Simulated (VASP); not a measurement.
# La (Pm-3m) in VASP: single point with LDA

Aim: the single point of La with LDA.

Everything below comes from runs of VASP 6.6.1. Logs are shortened: lines on timing, memory, paths and dates and some standing lists are left out, and cuts for length are marked.

## 1. The cell of the first run

Symmetry: Pm-3m, No. 221, cubic system. Conventional cell: a = 3.965 Å, b = 3.965 Å, c = 3.965 Å, α = 90.00°, β = 90.00°, γ = 90.00°. La (site symmetry m-3m) has 6 La at 3.96 Å within 5.2 Å.

## 2. Single point, LDA

The input, INCAR:

```
SYSTEM = La
ALGO = Normal
EDIFF = 1E-6
ENCUT = 520
GGA = CA
ISIF = 2
ISMEAR = 0
LASPH = .True.
LCHARG = .False.
LREAL = .False.
LWAVE = .False.
NBANDS = 12
NELM = 100
PREC = Accurate
SIGMA = 0.05
```

The input, KPOINTS:

```
k-points
0
Gamma
  6 6 6
  0 0 0
```

The input, POSCAR:

```
La
1.0
    3.9650000000      0.0000000000      0.0000000000
    0.0000000000      3.9650000000      0.0000000000
    0.0000000000      0.0000000000      3.9650000000
La
1
Direct
    0.5000000000      0.5000000000      0.5000000000
```

Potentials or basis: VASP PAW LDA potentials, release 64 (La).

Command:

```sh
cat potpaw_LDA.64/La/POTCAR > POTCAR
mpirun -np 1 vasp_std > vasp.out
```

OUTCAR:

```text
SYSTEM = La
   EDIFF = 1E-6
   ENCUT = 520
   GGA = CA
   ISIF = 2
   ISMEAR = 0
   LASPH = .True.
   LREAL = .False.
   NELM = 100
   PREC = Accurate

 ion  position               nearest neighbor table
   1  0.500  0.500  0.500-

  LATTYP: Found a simple cubic cell.
 ALAT       =     3.9650000000

  Lattice vectors:

 A1 = (   3.9650000000,   0.0000000000,   0.0000000000)
 A2 = (   0.0000000000,   3.9650000000,   0.0000000000)
 A3 = (   0.0000000000,   0.0000000000,   3.9650000000)

Analysis of symmetry for initial positions (statically):
=====================================================================
 Subroutine PRICEL returns:
 Original cell was already a primitive cell.

 Routine SETGRP: Setting up the symmetry group for a
 simple cubic supercell.

 Subroutine GETGRP returns: Found 48 space group operations
 (whereof 48 operations were pure point group operations)
 out of a pool of 48 trial point group operations.

The static configuration has the point symmetry O_h .

Analysis of symmetry for dynamics (positions and initial velocities):
=====================================================================
 Subroutine PRICEL returns:
 Original cell was already a primitive cell.

 Routine SETGRP: Setting up the symmetry group for a
 simple cubic supercell.

 Subroutine GETGRP returns: Found 48 space group operations
 (whereof 48 operations were pure point group operations)
 out of a pool of 48 trial point group operations.

The dynamic configuration has the point symmetry O_h .

 Subroutine INISYM returns: Found 48 space group operations
 (whereof 48 operations are pure point group operations),
 and found     1 'primitive' translations

----------------------------------------------------------------------------------------

                                     Primitive cell

  volume of cell :      62.3347

  direct lattice vectors                    reciprocal lattice vectors
     3.965000000  0.000000000  0.000000000     0.252206810  0.000000000  0.000000000
     0.000000000  3.965000000  0.000000000     0.000000000  0.252206810  0.000000000
     0.000000000  0.000000000  3.965000000     0.000000000  0.000000000  0.252206810

  length of vectors
     3.965000000  3.965000000  3.965000000     0.252206810  0.252206810  0.252206810

  position of ions in fractional coordinates (direct lattice)
     0.500000000  0.500000000  0.500000000

  ion indices of the primitive-cell ions
   primitive index   ion index
                 1           1

----------------------------------------------------------------------------------------

 KPOINTS: k-points

Automatic generation of k-mesh.
 Grid dimensions read from file:
 generate k-points for:    6    6    6

 Generating k-lattice:

  Cartesian coordinates                     Fractional coordinates (reciprocal lattice)
     0.042034468  0.000000000  0.000000000     0.166666667  0.000000000  0.000000000
     0.000000000  0.042034468  0.000000000     0.000000000  0.166666667  0.000000000
     0.000000000  0.000000000  0.042034468     0.000000000  0.000000000  0.166666667

  Length of vectors
     0.042034468  0.042034468  0.042034468

  Shift w.r.t. Gamma in fractional coordinates (k-lattice)
     0.000000000  0.000000000  0.000000000

 Subroutine IBZKPT returns following result:
 ===========================================

 Found     20 irreducible k-points:

 Following reciprocal coordinates:
            Coordinates               Weight
  0.000000  0.000000  0.000000      1.000000
  0.166667  0.000000  0.000000      6.000000
  0.333333  0.000000  0.000000      6.000000
  0.500000  0.000000  0.000000      3.000000
  0.166667  0.166667  0.000000     12.000000
  0.333333  0.166667  0.000000     24.000000
[... 12 lines left out ...]
  0.500000  0.500000  0.333333      6.000000
  0.500000  0.500000  0.500000      1.000000
   k-points           NKPTS =     20   k-points in BZ     NKDIM =     20   number of bands    NBANDS=     12
   number of dos      NEDOS =    301   number of ions     NIONS =      1
   total plane-waves  NPLWV =  27000
   dimension x,y,z NGX =    30 NGY =   30 NGZ =   30
   dimension x,y,z NGXF=    60 NGYF=   60 NGZF=   60
   ions per type =               1
   NGX,Y,Z   is equivalent  to a cutoff of  12.58, 12.58, 12.58 a.u.
   NGXF,Y,Z  is equivalent  to a cutoff of  25.16, 25.16, 25.16 a.u.
 SYSTEM =  La
   PREC   = accura    normal or accurate (medium, high low for compatibility)
   ISTART =      0    job   : 0-new  1-cont  2-samecut
   ICHARG =      2    charge: 1-file 2-atom 10-const
   ISPIN  =      1    spin polarized calculation?
   LNONCOLLINEAR =      F non collinear calculations
   LSORBIT =      F    spin-orbit coupling
   LASPH  =      T    aspherical Exc in radial PAW
   ENCUT  =  520.0 eV  38.22 Ry    6.18 a.u.   7.37  7.37  7.37*2*pi/ulx,y,z
   NELM   =    100;   NELMIN=  2; NELMDL= -5     # of ELM steps
   EDIFF  = 0.1E-05   stopping-criterion for ELM
   LREAL  =      F    real-space projection
   EDIFFG = 0.1E-04   stopping-criterion for IOM
   NSW    =      0    number of steps for IOM
   IBRION =     -1    ionic relax: 0-MD 1-quasi-New 2-CG
   NFREE  =      0    steps in history (QN), initial steepest desc. (CG)
   ISIF   =      2    stress and relaxation
   ISYM   =      2    0-nonsym 1-usesym 2-fastsym
   POTIM  = 0.5000    time-step for ionic-motion
   TEBEG  =    0.0;   TEEND  =   0.0 temperature during run
   PSTRESS=    0.0 pullay stress
   NELECT =      11.0000    total number of electrons
   NUPDOWN=      -1.0000    fix difference up-down
   EMIN   =  10.00;   EMAX   =-10.00  energy-range for DOS
   EFERMI =   0.00;   METHOD = LEGACY
   ISMEAR =     0;   SIGMA  =   0.05  broadening in eV -4-tet -1-fermi 0-gaus
   EFERMI_NEDOS =   21; number of points for ismear=-14 and -15
   IALGO  =     38    algorithm
   IMIX   =      4    mixing-type and parameters
     AMIX     =   0.40;   BMIX     =  1.00
     AMIX_MAG =   1.60;   BMIX_MAG =  1.00
  volume/ion in A,a.u.               =      62.33       420.66
  Fermi-wavevector in a.u.,A,eV,Ry     =   0.918253  1.735247 11.472286  0.843189
  Thomas-Fermi vector in A             =   2.043314
   LORBIT       =      0    0 simple, 1 ext, 2 COOP (PROOUT), +10 PAW based schemes
   GGA     = CA    functional components
   LHFCALC =     F    Hartree Fock is set to
   AEXX    =    0.0000 exact exchange contribution
   IVDW    =     0    specifies the selected vdW correction
   LEPSILON=     F    determine dielectric tensor
   LRPA    =     F    only Hartree local field effects (RPA)
 non-spin polarized calculation
 Gauss-broadening in eV      SIGMA  =   0.05
  energy-cutoff  :      520.00
  volume of cell :       62.33
 maximum number of plane-waves:      1743
 NGX is ok and might be reduce to    30
   NGX = 15   NGY = 15   NGZ = 15

 number of electron      10.9999998 magnetization

 Free energy of the ion-electron system (eV)
  ---------------------------------------------------
  ext. energy  EPLUGINS =         0.00000000
  ---------------------------------------------------
  free energy    TOTEN  =        -4.12414174 eV

  energy without entropy =       -4.11437944  energy(sigma->0) =       -4.11926059

 E-fermi :   3.5319     XC(G=0):  -7.7955

 val. band max:        3.5218178366   @ k =   0.5000   0.1667   0.0000
 cond. band min:       3.5357494277   @ k =   0.3333   0.1667   0.0000
 fundamental gap:      0.0139315912
 Fermi energy:         3.5319263422

 k-point     1 :       0.0000    0.0000    0.0000
  band No.  band energies     occupation
      1     -30.1206      2.00000
      2     -13.5348      2.00000
      3     -13.5348      2.00000
      4     -13.5348      2.00000
      5       0.8072      2.00000
      6       3.0299      2.00000
      7       3.0299      2.00000
      8       4.2299      0.00000
      9       4.2305      0.00000
     10       4.2321      0.00000
     11       4.2943      0.00000
     12       4.3000      0.00000

 k-point     2 :       0.1667    0.0000    0.0000
  band No.  band energies     occupation
      1     -30.1127      2.00000
      2     -13.6478      2.00000
      3     -13.5253      2.00000
      4     -13.5253      2.00000
      5       1.1604      2.00000
      6       3.1207      2.00000
      7       3.3579      2.00000
      8       4.2087      0.00000
      9       4.2425      0.00000
     10       4.2427      0.00000
     11       4.2658      0.00000
     12       4.3102      0.00000

 k-point     3 :       0.3333    0.0000    0.0000
  band No.  band energies     occupation
      1     -30.0969      2.00000
      2     -13.8645      2.00000
      3     -13.5062      2.00000
      4     -13.5062      2.00000
      5       1.9239      2.00000
      6       3.3300      2.00000
      7       4.0789      0.00000
      8       4.1222      0.00000
      9       4.1473      0.00000
     10       4.2611      0.00000
     11       4.2612      0.00000
     12       4.3689      0.00000

 k-point     4 :       0.5000    0.0000    0.0000
  band No.  band energies     occupation
      1     -30.0889      2.00000
      2     -13.9686      2.00000
      3     -13.4966      2.00000
      4     -13.4966      2.00000
      5       2.4094      2.00000
      6       3.4583      1.96271
      7       3.9389      0.00000
      8       4.0979      0.00000
      9       4.2672      0.00000
     10       4.2675      0.00000
     11       4.3371      0.00000
     12       4.4208      0.00000

 k-point     5 :       0.1667    0.1667    0.0000
  band No.  band energies     occupation
      1     -30.1049      2.00000
      2     -13.6411      2.00000
      3     -13.6332      2.00000
      4     -13.5159      2.00000
      5       1.5127      2.00000
      6       3.3231      2.00000
      7       3.5441      0.73093
      8       4.1733      0.00000
      9       4.2175      0.00000
     10       4.2464      0.00000
     11       4.2603      0.00000
     12       4.3228      0.00000
[... 168 lines left out ...]
      1     -30.0505      2.00000
      2     -13.7966      2.00000
      3     -13.7867      2.00000
      4     -13.7867      2.00000
      5       3.1417      2.00000
      6       3.7562      0.00000
      7       3.7562      0.00000
      8       4.1675      0.00000
      9       4.1675      0.00000
     10       4.1842      0.00000
     11       4.2565      0.00000
     12       4.3502      0.00000

 k-point    18 :       0.5000    0.3333    0.3333
  band No.  band energies     occupation
      1     -30.0428      2.00000
      2     -13.8888      2.00000
      3     -13.7809      2.00000
      4     -13.7746      2.00000
      5       3.1214      2.00000
      6       3.5361      0.90584
      7       3.7462      0.00000
      8       4.1789      0.00000
      9       4.1936      0.00000
     10       4.1955      0.00000
     11       4.2374      0.00000
     12       4.3737      0.00000

 k-point    19 :       0.5000    0.5000    0.3333
  band No.  band energies     occupation
      1     -30.0351      2.00000
      2     -13.8757      2.00000
      3     -13.8757      2.00000
      4     -13.7658      2.00000
      5       3.0127      2.00000
      6       3.5415      0.78756
      7       3.5415      0.78756
      8       4.1721      0.00000
      9       4.1977      0.00000
     10       4.2137      0.00000
     11       4.2137      0.00000
     12       4.3952      0.00000

 k-point    20 :       0.5000    0.5000    0.5000
  band No.  band energies     occupation
      1     -30.0274      2.00000
      2     -13.8629      2.00000
      3     -13.8629      2.00000
      4     -13.8629      2.00000
      5       3.2470      2.00000
      6       3.2470      2.00000
      7       3.2470      2.00000
      8       4.0963      0.00000
      9       4.2139      0.00000
     10       4.2139      0.00000
     11       4.2140      0.00000
     12       4.3883      0.00000

------------------------ aborting loop because EDIFF is reached ----------------------------------------

  FORCE on cell =-STRESS in cart. coord.  units (eV):
  Direction    XX          YY          ZZ          XY          YZ          ZX
  --------------------------------------------------------------------------------------
  -------------------------------------------------------------------------------------
  Total       -2.4501493     -2.4501493     -2.4501493      0.0000000      0.0000000      0.0000000
  in kB      -62.9757795    -62.9757795    -62.9757795      0.0000000      0.0000000      0.0000000
  external PRESSURE =     -62.9757795 kB  Pullay stress =       0.0000000 kB

 VOLUME and BASIS-vectors are now :
 -----------------------------------------------------------------------------
  energy-cutoff  :      520.00
  volume of cell :       62.33
      direct lattice vectors                 reciprocal lattice vectors
     3.965000000  0.000000000  0.000000000     0.252206810  0.000000000  0.000000000
     0.000000000  3.965000000  0.000000000     0.000000000  0.252206810  0.000000000
     0.000000000  0.000000000  3.965000000     0.000000000  0.000000000  0.252206810

 POSITION                                       TOTAL-FORCE (eV/Angst)
 -----------------------------------------------------------------------------------
      1.98250      1.98250      1.98250         0.000000      0.000000      0.000000
 -----------------------------------------------------------------------------------
    total drift:                                0.000000      0.000000     -0.000000

  FREE ENERGIE OF THE ION-ELECTRON SYSTEM (eV)
  ---------------------------------------------------
  free  energy   TOTEN  =        -4.1241417426 eV

  energy  without entropy=       -4.1143794406  energy(sigma->0) =       -4.11926059
```

It took 8.9 s on 1 thread of AMD EPYC 7R13 (Zen 3), shared host; peak memory 0.13 GiB.

Results:

* Free energy: -4.1241 eV
* Pressure: -6.3 GPa

Caveat: spin-orbit coupling is left out, which moves the levels of the heavy elements.
